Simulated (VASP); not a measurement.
# Al2Pt (Fm-3m) in VASP: notebook, part 2 of 2

VASP 6.6.1.

## 4. Relaxation of cell and atoms, PBE+D4

INCAR reads:

```
SYSTEM = Al2Pt
PREC     = Accurate       ! precision mode
ENCUT    = 600            ! plane-wave cutoff, eV
EDIFF    = 1E-7           ! SCF threshold, eV
ISMEAR   = -1             ! smearing method
SIGMA    = 0.05           ! smearing width, eV
LREAL    = .FALSE.        ! projectors in reciprocal space
LASPH    = .TRUE.         ! aspherical terms in the spheres
NELM     = 100            ! most SCF steps
ALGO     = Normal         ! electronic algorithm
ISIF     = 3              ! what is computed and relaxed
LWAVE    = .FALSE.        ! write WAVECAR
LCHARG   = .FALSE.        ! write CHGCAR
GGA      = PE             ! functional
IVDW     = 13             ! dispersion correction
IBRION   = 2              ! ionic algorithm
NSW      = 60             ! ionic steps
EDIFFG   = -0.01          ! ionic threshold
```

KPOINTS reads:

```
Automatic mesh
0
G
  8 8 8
  0 0 0
```

POSCAR reads:

```
Al2Pt
1.0
    0.0000000000      2.9550000000      2.9550000000
    2.9550000000      0.0000000000      2.9550000000
    2.9550000000      2.9550000000      0.0000000000
Pt Al
1 2
Direct
    0.0000000000      0.0000000000      0.0000000000
    0.7500000000      0.7500000000      0.7500000000
    0.2500000000      0.2500000000      0.2500000000
```

Potentials or basis: VASP PAW PBE potentials, release 64 (Pt, Al).

The run is started by

```console
$ cat potpaw_PBE.64/Pt/POTCAR potpaw_PBE.64/Al/POTCAR > POTCAR
$ mpirun -np 1 vasp_std > vasp.out
```

OUTCAR:

```text
SYSTEM = Al2Pt
   PREC = Accurate
   ENCUT = 600
   EDIFF = 1E-7
   ISMEAR = -1
   LREAL = .FALSE.
   LASPH = .TRUE.
   NELM = 100
   ISIF = 3
   GGA = PE
   IVDW = 13
   IBRION = 2
   NSW = 60
   EDIFFG = -0.01

 ion  position               nearest neighbor table
   1  0.000  0.000  0.000-   2 2.56   2 2.56   2 2.56   2 2.56   3 2.56   3 2.56   3 2.56   3 2.56

   2  0.750  0.750  0.750-   1 2.56   1 2.56   1 2.56   1 2.56   3 2.96   3 2.96   3 2.96   3 2.96
                             3 2.96   3 2.96
   3  0.250  0.250  0.250-   1 2.56   1 2.56   1 2.56   1 2.56   2 2.96   2 2.96   2 2.96   2 2.96
                             2 2.96   2 2.96

  LATTYP: Found a face centered cubic cell.
 ALAT       =     5.9100000000

  Lattice vectors:

 A1 = (   0.0000000000,   2.9550000000,   2.9550000000)
 A2 = (   2.9550000000,   0.0000000000,   2.9550000000)
 A3 = (   2.9550000000,   2.9550000000,   0.0000000000)

Analysis of symmetry for initial positions (statically):
=====================================================================
 Subroutine PRICEL returns:
 Original cell was already a primitive cell.

 Routine SETGRP: Setting up the symmetry group for a
 face centered cubic supercell.

 Subroutine GETGRP returns: Found 48 space group operations
 (whereof 48 operations were pure point group operations)
 out of a pool of 48 trial point group operations.

The static configuration has the point symmetry O_h .

Analysis of symmetry for dynamics (positions and initial velocities):
=====================================================================
 Subroutine PRICEL returns:
 Original cell was already a primitive cell.

 Routine SETGRP: Setting up the symmetry group for a
 face centered cubic supercell.

 Subroutine GETGRP returns: Found 48 space group operations
 (whereof 48 operations were pure point group operations)
 out of a pool of 48 trial point group operations.

The dynamic configuration has the point symmetry O_h .

 Subroutine INISYM returns: Found 48 space group operations
 (whereof 48 operations are pure point group operations),
 and found     1 'primitive' translations

----------------------------------------------------------------------------------------

                                     Primitive cell

  volume of cell :      51.6063

  direct lattice vectors                    reciprocal lattice vectors
     0.000000000  2.955000000  2.955000000    -0.169204738  0.169204738  0.169204738
     2.955000000  0.000000000  2.955000000     0.169204738 -0.169204738  0.169204738
     2.955000000  2.955000000  0.000000000     0.169204738  0.169204738 -0.169204738

  length of vectors
     4.179001077  4.179001077  4.179001077     0.293071203  0.293071203  0.293071203

  position of ions in fractional coordinates (direct lattice)
     0.000000000  0.000000000  0.000000000
     0.750000000  0.750000000  0.750000000
     0.250000000  0.250000000  0.250000000

  ion indices of the primitive-cell ions
   primitive index   ion index
                 1           1
                 2           2
                 3           3

----------------------------------------------------------------------------------------

 KPOINTS: Automatic mesh

Automatic generation of k-mesh.
 Grid dimensions read from file:
 generate k-points for:    8    8    8

 Generating k-lattice:

  Cartesian coordinates                     Fractional coordinates (reciprocal lattice)
    -0.021150592  0.021150592  0.021150592     0.125000000  0.000000000  0.000000000
     0.021150592 -0.021150592  0.021150592     0.000000000  0.125000000  0.000000000
     0.021150592  0.021150592 -0.021150592     0.000000000  0.000000000  0.125000000

  Length of vectors
     0.036633900  0.036633900  0.036633900

  Shift w.r.t. Gamma in fractional coordinates (k-lattice)
     0.000000000  0.000000000  0.000000000

 Subroutine IBZKPT returns following result:
 ===========================================

 Found     29 irreducible k-points:

 Following reciprocal coordinates:
            Coordinates               Weight
  0.000000  0.000000  0.000000      1.000000
  0.125000  0.000000  0.000000      8.000000
  0.250000  0.000000  0.000000      8.000000
  0.375000  0.000000  0.000000      8.000000
  0.500000  0.000000  0.000000      4.000000
  0.125000  0.125000  0.000000      6.000000
[... 16 lines left out ...]
  0.500000  0.250000  0.125000     48.000000
 -0.375000  0.250000  0.125000     24.000000
 [... further k-points ...]
   k-points           NKPTS =     29   k-points in BZ     NKDIM =     29   number of bands    NBANDS=     12
   number of dos      NEDOS =    301   number of ions     NIONS =      3
   total plane-waves  NPLWV =  46656
   dimension x,y,z NGX =    36 NGY =   36 NGZ =   36
   dimension x,y,z NGXF=    72 NGYF=   72 NGZF=   72
   ions per type =               1   2
   NGX,Y,Z   is equivalent  to a cutoff of  14.32, 14.32, 14.32 a.u.
   NGXF,Y,Z  is equivalent  to a cutoff of  28.64, 28.64, 28.64 a.u.
 SYSTEM =  Al2Pt
   PREC   = accura    normal or accurate (medium, high low for compatibility)
   ISTART =      0    job   : 0-new  1-cont  2-samecut
   ICHARG =      2    charge: 1-file 2-atom 10-const
   ISPIN  =      1    spin polarized calculation?
   LNONCOLLINEAR =      F non collinear calculations
   LSORBIT =      F    spin-orbit coupling
   LASPH  =      T    aspherical Exc in radial PAW
   ENCUT  =  600.0 eV  44.10 Ry    6.64 a.u.   8.35  8.35  8.35*2*pi/ulx,y,z
   NELM   =    100;   NELMIN=  2; NELMDL= -5     # of ELM steps
   EDIFF  = 0.1E-06   stopping-criterion for ELM
   LREAL  =      F    real-space projection
   EDIFFG = -.1E-01   stopping-criterion for IOM
   NSW    =     60    number of steps for IOM
   IBRION =      2    ionic relax: 0-MD 1-quasi-New 2-CG
   NFREE  =      1    steps in history (QN), initial steepest desc. (CG)
   ISIF   =      3    stress and relaxation
   ISYM   =      2    0-nonsym 1-usesym 2-fastsym
   POTIM  = 0.5000    time-step for ionic-motion
   TEBEG  =    0.0;   TEEND  =   0.0 temperature during run
   PSTRESS=    0.0 pullay stress
   NELECT =      16.0000    total number of electrons
   NUPDOWN=      -1.0000    fix difference up-down
   EMIN   =  10.00;   EMAX   =-10.00  energy-range for DOS
   EFERMI =   0.00;   METHOD = LEGACY
   ISMEAR =    -1;   SIGMA  =   0.05  broadening in eV -4-tet -1-fermi 0-gaus
   EFERMI_NEDOS =   21; number of points for ismear=-14 and -15
   IALGO  =     38    algorithm
   IMIX   =      4    mixing-type and parameters
     AMIX     =   0.40;   BMIX     =  1.00
     AMIX_MAG =   1.60;   BMIX_MAG =  1.00
  volume/ion in A,a.u.               =      17.20       116.09
  Fermi-wavevector in a.u.,A,eV,Ry     =   1.108019  2.093853 16.703966  1.227707
  Thomas-Fermi vector in A             =   2.244541
   LORBIT       =      0    0 simple, 1 ext, 2 COOP (PROOUT), +10 PAW based schemes
   GGA     = PE    functional components
   LHFCALC =     F    Hartree Fock is set to
   AEXX    =    0.0000 exact exchange contribution
   IVDW    =    13    specifies the selected vdW correction
   LEPSILON=     F    determine dielectric tensor
   LRPA    =     F    only Hartree local field effects (RPA)
 conjugate gradient relaxation of ions
 non-spin polarized calculation
  energy-cutoff  :      600.00
  volume of cell :       51.61
 maximum number of plane-waves:      1759
 NGX is ok and might be reduce to    36
   NGX = 17   NGY = 17   NGZ = 17

--------------------------------------- Ionic step        1  -------------------------------------------

 number of electron      16.0000001 magnetization

 Free energy of the ion-electron system (eV)
  ---------------------------------------------------
  ext. energy  EPLUGINS =         0.00000000
  ---------------------------------------------------
  free energy    TOTEN  =       -16.23849808 eV

  energy without entropy =      -16.22595504  energy(sigma->0) =      -16.23222656

------------------------ aborting loop because EDIFF is reached ----------------------------------------

  DFT-D4 for vdW energy calculation

  Edisp (eV):   -1.30208
[... 73 lines left out ...]
--------------------------------------- Ionic step        3  -------------------------------------------

 number of electron      16.0000000 magnetization

 Free energy of the ion-electron system (eV)
  ---------------------------------------------------
  ext. energy  EPLUGINS =         0.00000000
  ---------------------------------------------------
  free energy    TOTEN  =       -16.22651814 eV

  energy without entropy =      -16.21411708  energy(sigma->0) =      -16.22031761

 E-fermi :   8.0112     XC(G=0): -10.7533

 val. band max:        7.9428255531   @ k =   0.3750   0.2500   0.0000
 cond. band min:       8.0394032758   @ k =  -0.3750   0.1250   0.0000
 fundamental gap:      0.0965777227
 Fermi energy:         8.0111831262

 k-point     1 :       0.0000    0.0000    0.0000
  band No.  band energies     occupation
      1      -2.2734      2.00000
      2       2.9251      2.00000
      3       2.9251      2.00000
      4       2.9251      2.00000
      5       4.2953      2.00000
      6       4.2953      2.00000
      7      11.0832      0.00000
      8      11.8709      0.00000
      9      11.8709      0.00000
     10      11.8709      0.00000
     11      13.5163      0.00000
     12      13.5163      0.00000
[... 331 lines left out ...]
 k-point    24 :      -0.3750    0.2500    0.1250
  band No.  band energies     occupation
      1       0.6770      2.00000
      2       1.9171      2.00000
      3       3.0842      2.00000
      4       3.5845      2.00000
      5       3.8502      2.00000
      6       4.5036      2.00000
      7       4.7710      2.00000
      8       7.0614      2.00000
      9       8.1619      0.09350
     10      11.9324      0.00000
     11      13.2994      0.00000
     12      14.9392      0.00000

 [... further k-points ...]

------------------------ aborting loop because EDIFF is reached ----------------------------------------

  DFT-D4 for vdW energy calculation

  Edisp (eV):   -1.31710
[... 26 lines left out ...]
  FREE ENERGIE OF THE ION-ELECTRON SYSTEM (eV)
  ---------------------------------------------------
  free  energy   TOTEN  =       -17.5436166287 eV

  energy  without entropy=      -17.5312155671  energy(sigma->0) =      -17.53741610

 reached required accuracy - stopping structural energy minimisation
```

Wall time 33 s (1 thread of Intel Xeon 6975P-C (Granite Rapids), shared host); peak memory 0.22 GiB.

Results:

```
Free energy                            : -17.5436 eV
Relaxed volume                         : 17.00 Å³/atom
Relaxed cell                           : a = 4.163 Å, b = 4.163 Å, c = 4.163 Å, α = 60.00°, β = 60.00°, γ = 60.00°
Space group after relaxing (to 0.05 Å) : Fm-3m (No. 225)
Energy gained by relaxing              : 1.0 meV/atom
Ionic steps                            : 3
Pressure after relaxing                : 0.0 GPa
Band gap on the k mesh                 : zero (band 8 reaches 11.87 eV, above the bottom of band 9 at 6.41 eV)
Dispersion energy per atom             : -0.439 eV
```

Step by step:
```csv
step,energy change (eV),largest force (eV/Å),pressure (GPa),volume (Å³)
1,0.0000,0.0000,-1.59,51.61
2,0.0009,0.0000,1.92,50.34
3,-0.0030,0.0000,0.00,51.00
```

Final structure:
```cif
data_structure
_symmetry_space_group_name_H-M 'P 1'
_symmetry_Int_Tables_number 1
_cell_length_a 4.1627
_cell_length_b 4.1627
_cell_length_c 4.1627
_cell_angle_alpha 60.000
_cell_angle_beta 60.000
_cell_angle_gamma 60.000
_cell_volume 51.00
loop_
_atom_site_label
_atom_site_type_symbol
_atom_site_fract_x
_atom_site_fract_y
_atom_site_fract_z
_atom_site_occupancy
Pt1 Pt 0.00000 0.00000 0.00000 1
Al1 Al 0.75000 0.75000 0.75000 1
Al2 Al 0.25000 0.25000 0.25000 1
```

Levels at points of the mesh, in eV from the Fermi level:
```tsv
k point	band 4	band 5	band 6	band 7	band 8	band 9	band 10	band 11	band 12
(0.00, 0.00, 0.00)	-5.09	-3.72	-3.72	3.07	3.86	3.86	3.86	5.51	5.51
(0.50, 0.00, 0.00)	-4.76	-3.71	-3.49	-3.49	1.04	1.04	3.82	5.23	5.23
(0.50, 0.50, 0.00)	-3.80	-3.80	-3.42	-3.21	-1.60	-1.60	3.25	3.43	8.10
```

Caveat: spin-orbit coupling is left out, which moves the levels of the heavy elements; pairwise dispersion overbinds metals, which lowers pressure and volume.

## 5. Single point, PBE

This run uses another cell than the first one, of 16.17 Å³/atom, 0.940 times its volume.

INCAR reads:

```
PREC = Accurate
ENCUT = 520
EDIFF = 1E-6
ISMEAR = -1
SIGMA = 0.05
LREAL = F
LASPH = T
NELM = 80
ALGO = Normal
ISIF = 2
LWAVE = F
LCHARG = F
GGA = PE
NBANDS = 15
```

KPOINTS reads:

```
Automatic mesh
0
Gamma
  8 8 8
```

POSCAR reads:

```
Al2Pt
1.0
    0.0000000000      2.8946769513      2.8946769513
    2.8946769513      0.0000000000      2.8946769513
    2.8946769513      2.8946769513      0.0000000000
Pt Al
1 2
Direct
    0.0000000000      0.0000000000      0.0000000000
    0.7500000000      0.7500000000      0.7500000000
    0.2500000000      0.2500000000      0.2500000000
```

Potentials or basis: VASP PAW PBE potentials, release 64 (Pt, Al).

The run is started by

```console
$ cat potpaw_PBE.64/Pt/POTCAR potpaw_PBE.64/Al/POTCAR > POTCAR
$ mpirun -np 1 vasp_std > vasp.out
```

OUTCAR:

```text
PREC = Accurate
   ENCUT = 520
   EDIFF = 1E-6
   ISMEAR = -1
   LREAL = F
   LASPH = T
   NELM = 80
   ISIF = 2
   GGA = PE

 ion  position               nearest neighbor table
   1  0.000  0.000  0.000-   2 2.51   3 2.51   2 2.51   2 2.51   2 2.51   3 2.51   3 2.51   3 2.51

   2  0.750  0.750  0.750-   1 2.51   1 2.51   1 2.51   1 2.51   3 2.89   3 2.89   3 2.89   3 2.89
                             3 2.89   3 2.89
   3  0.250  0.250  0.250-   1 2.51   1 2.51   1 2.51   1 2.51   2 2.89   2 2.89   2 2.89   2 2.89
                             2 2.89   2 2.89

[... 628 lines left out ...]
  Direction    XX          YY          ZZ          XY          YZ          ZX
  --------------------------------------------------------------------------------------
  -------------------------------------------------------------------------------------
  Total        3.7082748      3.7082748      3.7082748      0.0000000      0.0000000      0.0000000
  in kB      122.4763358    122.4763358    122.4763358      0.0000000      0.0000000      0.0000000
  external PRESSURE =     122.4763358 kB  Pullay stress =       0.0000000 kB

 VOLUME and BASIS-vectors are now :
 -----------------------------------------------------------------------------
  energy-cutoff  :      520.00
  volume of cell :       48.51
      direct lattice vectors                 reciprocal lattice vectors
     0.000000000  2.894676951  2.894676951    -0.172730846  0.172730846  0.172730846
     2.894676951  0.000000000  2.894676951     0.172730846 -0.172730846  0.172730846
     2.894676951  2.894676951  0.000000000     0.172730846  0.172730846 -0.172730846

 POSITION                                       TOTAL-FORCE (eV/Angst)
 -----------------------------------------------------------------------------------
      0.00000      0.00000      0.00000        -0.000000      0.000000      0.000000
      4.34202      4.34202      4.34202        -0.000000      0.000000      0.000000
      1.44734      1.44734      1.44734         0.000000     -0.000000     -0.000000
 -----------------------------------------------------------------------------------
    total drift:                                0.000000     -0.000000     -0.000000

  FREE ENERGIE OF THE ION-ELECTRON SYSTEM (eV)
  ---------------------------------------------------
  free  energy   TOTEN  =       -16.1020929640 eV

  energy  without entropy=      -16.0902270134  energy(sigma->0) =      -16.09615999
```

OSZICAR:

```text
N       E                     dE             d eps       ncg     rms          rms(c)
DAV:   1     0.505837030832E+02    0.50584E+02   -0.66217E+03   878   0.913E+02
DAV:   2    -0.151272481488E+02   -0.65711E+02   -0.57622E+02  1059   0.170E+02
DAV:   3    -0.166971430319E+02   -0.15699E+01   -0.15601E+01  1143   0.252E+01
DAV:   4    -0.167097619586E+02   -0.12619E-01   -0.12618E-01  1024   0.267E+00
DAV:   5    -0.167099823999E+02   -0.22044E-03   -0.22044E-03  1109   0.366E-01    0.956E+00
DAV:   6    -0.162117075838E+02    0.49827E+00   -0.18877E+00  1031   0.126E+01    0.249E+00
DAV:   7    -0.161328188095E+02    0.78889E-01   -0.12656E-01   961   0.337E+00    0.182E+00
DAV:   8    -0.161019055710E+02    0.30913E-01   -0.24951E-02  1059   0.135E+00    0.246E-01
DAV:   9    -0.161019644370E+02   -0.58866E-04   -0.12206E-03  1052   0.295E-01    0.159E-01
DAV:  10    -0.161020937000E+02   -0.12926E-03   -0.23359E-04   975   0.108E-01    0.156E-02
DAV:  11    -0.161020916735E+02    0.20265E-05   -0.10070E-05  1101   0.305E-02    0.697E-03
DAV:  12    -0.161020930126E+02   -0.13392E-05   -0.35829E-06   961   0.120E-02    0.192E-03
DAV:  13    -0.161020929640E+02    0.48637E-07   -0.24438E-07   554   0.474E-03
   1 F= -.16102093E+02 E0= -.16096160E+02  d E =-.118660E-01
```

Wall time 14 s (1 thread of Intel Xeon Platinum 8559C (Emerald Rapids), shared host); peak memory 0.17 GiB.

What came out:

- Free energy: -16.1021 eV
- Pressure: 12.2 GPa
- Band gap on the k mesh: zero (band 8 reaches 12.52 eV, above the bottom of band 9 at 6.93 eV)

Caveat: spin-orbit coupling is left out, which moves the levels of the heavy elements.

## 6. Single point, PBE

This run uses another cell than the first one, of 16.51 Å³/atom, 0.960 times its volume.

INCAR reads:

```
  PREC = Accurate
  ENCUT = 520
  EDIFF = 1E-6
  ISMEAR = -1
  SIGMA = 0.05
  LREAL = False
  LASPH = True
  NELM = 60
  ALGO = Normal
  ISIF = 2
  LWAVE = False
  LCHARG = True
  GGA = PE
  LELF = True
  LVHAR = True
  NBANDS = 15
```

KPOINTS reads:

```
regular mesh
0
Gamma
  8 8 8
```

POSCAR reads:

```
Al2Pt
1.0
    0.0000000000      2.9150626719      2.9150626719
    2.9150626719      0.0000000000      2.9150626719
    2.9150626719      2.9150626719      0.0000000000
Pt Al
1 2
Direct
    0.0000000000      0.0000000000      0.0000000000
    0.7500000000      0.7500000000      0.7500000000
    0.2500000000      0.2500000000      0.2500000000
```

Potentials or basis: VASP PAW PBE potentials, release 64 (Pt, Al).

The run is started by

```console
$ cat potpaw_PBE.64/Pt/POTCAR potpaw_PBE.64/Al/POTCAR > POTCAR
$ mpirun -np 1 vasp_std > vasp.out
```

Wall time 14 s (1 thread of Intel Xeon Platinum 8559C (Emerald Rapids), shared host); peak memory 0.18 GiB.

The run converged. Its results:

| Property | Result |
| --- | --- |
| Free energy | -16.1692 eV |
| Pressure | 8.6 GPa |
| Band gap on the k mesh | zero (band 8 reaches 12.24 eV, above the bottom of band 9 at 6.71 eV) |

Levels at points of the mesh, in eV from the Fermi level:
| k point | band 6 | band 7 | band 8 | band 9 | band 10 | band 11 |
| --- | --- | --- | --- | --- | --- | --- |
| (0.00, 0.00, 0.00) | -3.85 | 3.29 | 3.88 | 3.88 | 3.88 | 5.67 |
| (0.50, 0.00, 0.00) | -3.60 | -3.60 | 1.04 | 1.04 | 3.87 | 5.35 |
| (0.50, 0.50, 0.00) | -3.52 | -3.31 | -1.66 | -1.66 | 3.46 | 3.47 |

Caveat: spin-orbit coupling is left out, which moves the levels of the heavy elements.

## 7. Overview

```tsv
task	level	cell	cutoff (eV)	gap on the mesh (eV)	pressure (GPa)	relaxed volume (Å³/atom)
relaxation of cell and atoms	PBE	relaxed from a = 4.179 Å, angles 60.0°, 3 atoms	600	none	0.0	17.51
relaxation of cell and atoms	PBE+D3(BJ)	relaxed from a = 4.179 Å, angles 60.0°, 3 atoms	600	none	0.0	16.97
relaxation of cell and atoms	PBE+D4	relaxed from a = 4.179 Å, angles 60.0°, 3 atoms	600	none	0.0	17.00
single point	PBE	a = 4.094 Å, angles 60.0°, 3 atoms	520	none	12.2	-
single point	PBE	a = 4.123 Å, angles 60.0°, 3 atoms	520	none	8.6	-
```

Alike in all rows: potentials or basis VASP PAW PBE potentials, release 64 (Pt, Al); no spin polarisation; k mesh 8 × 8 × 8; smearing fermi-dirac 0.05 eV.

Caveats: spin-orbit coupling is left out, which moves the levels of the heavy elements; pairwise dispersion overbinds metals, which lowers pressure and volume (some runs).

Absolute energies hang on the potentials; compare differences alone.
